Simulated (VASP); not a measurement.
# Zn18O19 (a cell with a defect) in VASP: single point with PBE

Aim: the single point of Zn18O19 (a cell with a defect) with PBE.

Program: VASP 6.6.1. These are calculated values, not measurements. Logs are shortened: lines on timing, memory, paths and dates and some standing lists are left out, and cuts for length are marked.

### 1 The cell of the first run

The cell holds a defect, 37 atoms: a = 7.764 Å, b = 7.764 Å, c = 7.764 Å, α = 78.63°, β = 78.63°, γ = 78.63°.

### 2 Single point, PBE (with an interstitial atom, then relaxed in part)

The input, INCAR:

```
SYSTEM = Zn18O19
PREC = Accurate ; ENCUT = 520
EDIFF = 1E-7 ; ISMEAR = 0
SIGMA = 0.01 ; LREAL = Auto
LASPH = .TRUE. ; NELM = 100
ALGO = Normal ; ISIF = 2
LWAVE = .FALSE. ; LCHARG = .FALSE.
GGA = PE ; NELECT = 332.0
NBANDS = 189
```

The input, KPOINTS:

```
Automatic mesh
0
Gamma
  2 2 2
  0.5 0.5 0.5
```

The input, POSCAR:

```
Zn18O19
1.0
   -4.9190861691     -2.8400357239      5.2932331742
    4.9190861691     -2.8400357239      5.2932331742
    0.0000000001      5.6800714478      5.2932331742
Zn O
18 19
Direct
    0.6113783978      0.6056447569      0.2800324800
    0.6083496373      0.2734724408      0.6098093404
    0.2829092800      0.9324935281      0.2843977402
    0.9453494652      0.2604658562      0.3232253784
    0.2785538341      0.6056431438      0.6128596762
    0.6133117759      0.9421808204      0.9461141688
    0.3217129825      0.2604710558      0.9468287953
    0.9446501783      0.9421699842      0.6148118088
    0.9349402978      0.6449144225      0.9364602356
    0.5660669243      0.2118432415      0.2304593077
    0.5569297719      0.8815786979      0.5584225454
    0.2226505486      0.5383888474      0.2241859321
    0.8930080483      0.8808498512      0.2288450138
    0.2289880505      0.2118138666      0.5675786416
    0.5609482983      0.5550581452      0.8897576793
    0.2273280685      0.8808264281      0.8945478754
    0.8882629047      0.5550593140      0.5624895733
    0.8728793942      0.2047982795      0.8743807942
    0.7381246001      0.7309717698      0.4059914971
    0.7302882599      0.4033501883      0.7317954439
    0.4059297222      0.0653804161      0.4074174340
    0.0770784990      0.3997969795      0.4262308870
    0.4044711963      0.7309924337      0.7396216807
    0.7421825074      0.0604946860      0.0767396855
    0.4246867145      0.3998133251      0.0785815646
    0.0752482897      0.0604956745      0.7437060669
    0.0751473336      0.7301703917      0.0766814913
    0.6884775291      0.3439824445      0.3511902850
    0.6817036346      0.0115412093      0.6831680878
    0.3493836785      0.6695787783      0.3508723831
    0.0209786773      0.0000555843      0.3561256099
    0.3497309333      0.3439707380      0.6899640683
    0.6757917635      0.6847640722      0.0197247407
    0.3546361717      0.0000599867      0.0224693639
    0.0182554368      0.6847494637      0.6773220906
   -0.0414023707      0.3867016778     -0.0397923770
    0.0851774138      0.3192996476      0.0866785072
```

Potentials or basis: VASP PAW PBE potentials, release 64 (Zn, O).

On the command line:

```console
$ cat potpaw_PBE.64/Zn/POTCAR potpaw_PBE.64/O/POTCAR > POTCAR
$ mpirun -np 1 vasp_std > vasp.out
```

OUTCAR:

```text
SYSTEM = Zn18O19
   PREC = Accurate
   ENCUT = 520
   EDIFF = 1E-7
   ISMEAR = 0
   LREAL = Auto
   LASPH = .TRUE.
   NELM = 100
   ISIF = 2
   GGA = PE
   NELECT = 332.0

 ion  position               nearest neighbor table
   1  0.611  0.606  0.280-  33 1.99  30 1.99  28 2.00  19 2.00
   2  0.608  0.273  0.610-  20 1.98  28 1.98  32 1.98  29 2.00
   3  0.283  0.932  0.284-  34 1.99  31 1.99  30 1.99  21 2.01
   4  0.945  0.260  0.323-  28 1.95  37 1.96  31 1.97  22 1.99   8 3.00
   5  0.279  0.606  0.613-  35 1.99  30 1.99  32 2.00  23 2.00
   6  0.613  0.942  0.946-  33 1.96  34 1.97  29 2.00  24 2.00   7 3.00  18 3.04   9 3.05
   7  0.322  0.260  0.947-  32 1.95  37 1.96  34 1.97  25 1.99   6 3.00
   8  0.945  0.942  0.615-  35 1.96  31 1.97  29 2.00  26 2.00   4 3.00  18 3.04   9 3.05
   9  0.935  0.645  0.936-  36 1.95  27 1.96  35 1.97  33 1.97   6 3.05   8 3.05
  10  0.566  0.212  0.230-  25 1.98  28 1.99  24 1.99  21 2.00
  11  0.557  0.882  0.558-  19 2.00  23 2.00  21 2.00  29 2.01
  12  0.223  0.538  0.224-  22 2.00  25 2.00  27 2.00  30 2.04
  13  0.893  0.881  0.229-  31 1.98  19 1.99  24 1.99  27 2.00
  14  0.229  0.212  0.568-  22 1.98  32 1.99  26 1.99  21 2.00
  15  0.561  0.555  0.890-  25 1.98  33 1.98  20 1.99  23 1.99
  16  0.227  0.881  0.895-  34 1.98  23 1.99  26 1.99  27 2.00
  17  0.888  0.555  0.562-  22 1.98  35 1.98  20 1.99  19 1.99
  18  0.873  0.205  0.874-  36 1.95  26 1.97  24 1.97  20 1.99   6 3.04   8 3.04
  19  0.738  0.731  0.406-  13 1.99  17 1.99  11 2.00   1 2.00
  20  0.730  0.403  0.732-   2 1.98  17 1.99  15 1.99  18 1.99
  21  0.406  0.065  0.407-  14 2.00  10 2.00  11 2.00   3 2.01
  22  0.077  0.400  0.426-  17 1.98  14 1.98   4 1.99  12 2.00
  23  0.404  0.731  0.740-  16 1.99  15 1.99  11 2.00   5 2.00
  24  0.742  0.060  0.077-  18 1.97  10 1.99  13 1.99   6 2.00
[... 9 lines left out ...]
  34  0.355  0.000  0.022-   6 1.97   7 1.97  16 1.98   3 1.99
  35  0.018  0.685  0.677-   8 1.96   9 1.97  17 1.98   5 1.99
  36  0.959  0.387  0.960-  37 1.48  18 1.95   9 1.95
  37  0.085  0.319  0.087-  36 1.48   7 1.96   4 1.96

  LATTYP: Found a trigonal (rhomboedric) cell.
 ALAT       =     7.7641180496
 COS(alpha) =     0.1971866306

  Lattice vectors:

 A1 = (  -4.9190861691,  -2.8400357239,   5.2932331742)
 A2 = (   4.9190861691,  -2.8400357239,   5.2932331742)
 A3 = (   0.0000000001,   5.6800714478,   5.2932331742)

Analysis of symmetry for initial positions (statically):
=====================================================================
 Subroutine PRICEL returns:
 Original cell was already a primitive cell.

 Routine SETGRP: Setting up the symmetry group for a
 trigonal (rhombohedral) supercell.

 Subroutine GETGRP returns: Found  1 space group operations
 (whereof  1 operations were pure point group operations)
 out of a pool of 12 trial point group operations.

The static configuration has the point symmetry C_1 .

Analysis of symmetry for dynamics (positions and initial velocities):
=====================================================================
 Subroutine PRICEL returns:
 Original cell was already a primitive cell.

 Routine SETGRP: Setting up the symmetry group for a
 trigonal (rhombohedral) supercell.

 Subroutine GETGRP returns: Found  1 space group operations
 (whereof  1 operations were pure point group operations)
 out of a pool of 12 trial point group operations.

The dynamic configuration has the point symmetry C_1 .

 Subroutine INISYM returns: Found  1 space group operations
 (whereof  1 operations are pure point group operations),
 and found     1 'primitive' translations

----------------------------------------------------------------------------------------

                                     Primitive cell

  volume of cell :     443.6909

  direct lattice vectors                    reciprocal lattice vectors
    -4.919086169 -2.840035724  5.293233174    -0.101644896 -0.058684708  0.062973484
     4.919086169 -2.840035724  5.293233174     0.101644896 -0.058684708  0.062973484
     0.000000000  5.680071448  5.293233174     0.000000000  0.117369416  0.062973484

  length of vectors
     7.764118050  7.764118050  7.764118050     0.133196244  0.133196244  0.133196244

  position of ions in fractional coordinates (direct lattice)
     0.611378398  0.605644757  0.280032480
     0.608349637  0.273472441  0.609809340
     0.282909280  0.932493528  0.284397740
     0.945349465  0.260465856  0.323225378
     0.278553834  0.605643144  0.612859676
     0.613311776  0.942180820  0.946114169
[... 29 lines left out ...]
     0.958597629  0.386701678  0.960207623
     0.085177414  0.319299648  0.086678507

  ion indices of the primitive-cell ions
   primitive index   ion index
                 1           1
                 2           2
                 3           3
                 4           4
                 5           5
                 6           6
[... 29 lines left out ...]
                36          36
                37          37

----------------------------------------------------------------------------------------

 KPOINTS: Automatic mesh

Automatic generation of k-mesh.
 Grid dimensions read from file:
 generate k-points for:    2    2    2

 Generating k-lattice:

  Cartesian coordinates                     Fractional coordinates (reciprocal lattice)
    -0.050822448 -0.029342354  0.031486742     0.500000000  0.000000000  0.000000000
     0.050822448 -0.029342354  0.031486742    -0.000000000  0.500000000  0.000000000
     0.000000000  0.058684708  0.031486742     0.000000000  0.000000000  0.500000000

  Length of vectors
     0.066598122  0.066598122  0.066598122

  Shift w.r.t. Gamma in fractional coordinates (k-lattice)
     0.500000000  0.500000000  0.500000000

 Subroutine IBZKPT returns following result:
 ===========================================

 Found      4 irreducible k-points:

 Following reciprocal coordinates:
            Coordinates               Weight
  0.250000  0.250000  0.250000      2.000000
 -0.250000  0.250000  0.250000      2.000000
  0.250000 -0.250000  0.250000      2.000000
  0.250000  0.250000 -0.250000      2.000000
   k-points           NKPTS =      4   k-points in BZ     NKDIM =      4   number of bands    NBANDS=    189
   number of dos      NEDOS =    301   number of ions     NIONS =     37
   total plane-waves  NPLWV = 216000
   dimension x,y,z NGX =    60 NGY =   60 NGZ =   60
   dimension x,y,z NGXF=   120 NGYF=  120 NGZF=  120
   ions per type =              18  19
   NGX,Y,Z   is equivalent  to a cutoff of  12.85, 12.85, 12.85 a.u.
   NGXF,Y,Z  is equivalent  to a cutoff of  25.69, 25.69, 25.69 a.u.
 SYSTEM =  Zn18O19
   PREC   = accura    normal or accurate (medium, high low for compatibility)
   ISTART =      0    job   : 0-new  1-cont  2-samecut
   ICHARG =      2    charge: 1-file 2-atom 10-const
   ISPIN  =      1    spin polarized calculation?
   LNONCOLLINEAR =      F non collinear calculations
   LSORBIT =      F    spin-orbit coupling
   LASPH  =      T    aspherical Exc in radial PAW
   ENCUT  =  520.0 eV  38.22 Ry    6.18 a.u.  14.44 14.44 14.44*2*pi/ulx,y,z
   NELM   =    100;   NELMIN=  2; NELMDL= -5     # of ELM steps
   EDIFF  = 0.1E-06   stopping-criterion for ELM
   LREAL  =      T    real-space projection
   EDIFFG = 0.1E-05   stopping-criterion for IOM
   NSW    =      0    number of steps for IOM
   IBRION =     -1    ionic relax: 0-MD 1-quasi-New 2-CG
   NFREE  =      0    steps in history (QN), initial steepest desc. (CG)
   ISIF   =      2    stress and relaxation
   ISYM   =      2    0-nonsym 1-usesym 2-fastsym
   POTIM  = 0.5000    time-step for ionic-motion
   TEBEG  =    0.0;   TEEND  =   0.0 temperature during run
   PSTRESS=    0.0 pullay stress
   NELECT =     332.0000    total number of electrons
   NUPDOWN=      -1.0000    fix difference up-down
   EMIN   =  10.00;   EMAX   =-10.00  energy-range for DOS
   EFERMI =   0.00;   METHOD = LEGACY
   ISMEAR =     0;   SIGMA  =   0.01  broadening in eV -4-tet -1-fermi 0-gaus
   EFERMI_NEDOS =   21; number of points for ismear=-14 and -15
   IALGO  =     38    algorithm
   IMIX   =      4    mixing-type and parameters
     AMIX     =   0.40;   BMIX     =  1.00
     AMIX_MAG =   1.60;   BMIX_MAG =  1.00
  volume/ion in A,a.u.               =      11.99        80.92
  Fermi-wavevector in a.u.,A,eV,Ry     =   1.486257  2.808619 30.054739  2.208961
  Thomas-Fermi vector in A             =   2.599566
   LORBIT       =      0    0 simple, 1 ext, 2 COOP (PROOUT), +10 PAW based schemes
   GGA     = PE    functional components
   LHFCALC =     F    Hartree Fock is set to
   AEXX    =    0.0000 exact exchange contribution
   IVDW    =     0    specifies the selected vdW correction
   LEPSILON=     F    determine dielectric tensor
   LRPA    =     F    only Hartree local field effects (RPA)
 non-spin polarized calculation
 Gauss-broadening in eV      SIGMA  =   0.01
  energy-cutoff  :      520.00
  volume of cell :      443.69
 maximum number of plane-waves:     11981
 NGX is ok and might be reduce to    60
   NGX = 29   NGY = 29   NGZ = 29

 number of electron     331.9999923 magnetization

 Free energy of the ion-electron system (eV)
  ---------------------------------------------------
  ext. energy  EPLUGINS =         0.00000000
  ---------------------------------------------------
  free energy    TOTEN  =      -157.40199123 eV

  energy without entropy =     -157.40199123  energy(sigma->0) =     -157.40199123

 E-fermi :   3.3592     XC(G=0): -10.9341

 val. band max:        3.2958452437   @ k =   0.2500   0.2500  -0.2500
 cond. band min:       4.4925556299   @ k =  -0.2500   0.2500   0.2500
 fundamental gap:      1.1967103862
 Fermi energy:         3.3592053255

 k-point     1 :       0.2500    0.2500    0.2500
  band No.  band energies     occupation
      1     -19.8023      2.00000
      2     -16.7608      2.00000
      3     -16.4599      2.00000
      4     -16.4568      2.00000
      5     -16.3551      2.00000
      6     -16.3238      2.00000
[... 713 lines left out ...]
    177       7.1812      0.00000
    178       7.2682      0.00000
 [bands above 178 left out]

------------------------ aborting loop because EDIFF is reached ----------------------------------------

  FORCE on cell =-STRESS in cart. coord.  units (eV):
  Direction    XX          YY          ZZ          XY          YZ          ZX
  --------------------------------------------------------------------------------------
  -------------------------------------------------------------------------------------
  Total       34.1281006     32.5653627     33.8760171     -1.3441904      0.3883747     -0.6773126
  in kB      123.2373048    117.5942247    122.3270258     -4.8539006      1.4024295     -2.4457905
  external PRESSURE =     121.0528518 kB  Pullay stress =       0.0000000 kB

 VOLUME and BASIS-vectors are now :
 -----------------------------------------------------------------------------
  energy-cutoff  :      520.00
  volume of cell :      443.69
      direct lattice vectors                 reciprocal lattice vectors
    -4.919086169 -2.840035724  5.293233174    -0.101644896 -0.058684708  0.062973484
     4.919086169 -2.840035724  5.293233174     0.101644896 -0.058684708  0.062973484
     0.000000000  5.680071448  5.293233174     0.000000000  0.117369416  0.062973484

 POSITION                                       TOTAL-FORCE (eV/Angst)
 -----------------------------------------------------------------------------------
     -0.02820     -1.86578      7.92426        -0.003773      0.001607      0.000879
     -1.64729      0.95935      7.89555        -0.003333      0.001541     -0.010780
      3.19536     -1.83639      7.93879         0.000357     -0.001432      0.001265
     -3.36900     -1.58862      8.09357         0.002407      0.023075      0.007055
      1.60898      0.96994      7.92427        -0.002700      0.005132      0.000837
      1.61774      0.95634     13.24159         0.002233     -0.016643      0.009157
[... 29 lines left out ...]
     -2.81321      1.63335     12.20359         0.094604     -0.054770     -0.108035
      1.15167     -0.65639      2.59980        -0.086624      0.048117      0.109588
 -----------------------------------------------------------------------------------
    total drift:                               -0.021916     -0.003679      0.012835

  FREE ENERGIE OF THE ION-ELECTRON SYSTEM (eV)
  ---------------------------------------------------
  free  energy   TOTEN  =      -157.4019912260 eV

  energy  without entropy=     -157.4019912260  energy(sigma->0) =     -157.40199123
```

It took 22 min on 1 thread of Oxide Virtual Turin-like, shared host; peak memory 0.58 GiB.

Results:

```yaml
Free_energy: -157.4020 eV
Largest_force: 0.154 eV/Å
```

Forces on the atoms (eV/Å):
```
Zn  -0.004  0.002  0.001
Zn  -0.003  0.002 -0.011
Zn   0.000 -0.001  0.001
Zn   0.002  0.023  0.007
Zn  -0.003  0.005  0.001
Zn   0.002 -0.017  0.009
Zn  -0.018 -0.011  0.008
Zn   0.017  0.008  0.009
Zn   0.019 -0.011  0.016
Zn  -0.002  0.008 -0.002
Zn  -0.001  0.000  0.000
Zn  -0.002  0.001 -0.001
Zn   0.001 -0.002 -0.001
Zn  -0.006 -0.003 -0.004
Zn   0.002 -0.004  0.002
Zn   0.004  0.001 -0.001
Zn   0.005  0.002  0.002
Zn  -0.001  0.000 -0.020
O   -0.002  0.000 -0.002
O    0.000 -0.001  0.011
O    0.005 -0.003 -0.005
O    0.001 -0.008  0.011
O   -0.002  0.002 -0.003
O   -0.009  0.008  0.001
O    0.007  0.002  0.008
O   -0.014 -0.003  0.001
O   -0.010  0.005  0.012
O    0.012 -0.013 -0.002
O    0.003  0.000 -0.001
O   -0.002  0.000 -0.022
O   -0.013 -0.013 -0.008
O    0.021 -0.002 -0.003
O   -0.006  0.017 -0.004
O    0.004  0.016 -0.010
O   -0.016 -0.003 -0.001
O    0.095 -0.055 -0.108
O   -0.087  0.048  0.110
```

Levels at points of the mesh, in eV from the Fermi level:
| k point | band 163 | band 164 | band 165 | band 166 | band 167 | band 168 | band 169 | band 170 |
| --- | --- | --- | --- | --- | --- | --- | --- | --- |
| (0.25, 0.25, 0.25) | -2.47 | -2.25 | -2.17 | -0.49 | 1.52 | 1.79 | 1.85 | 2.10 |

Caveat: the cell carries a net charge on a neutralising background, which shifts energy and pressure; the cell differs from its parent crystal (with an interstitial atom, then relaxed in part); the cell is charged against a uniform background, so pressure and absolute levels hang on convention.
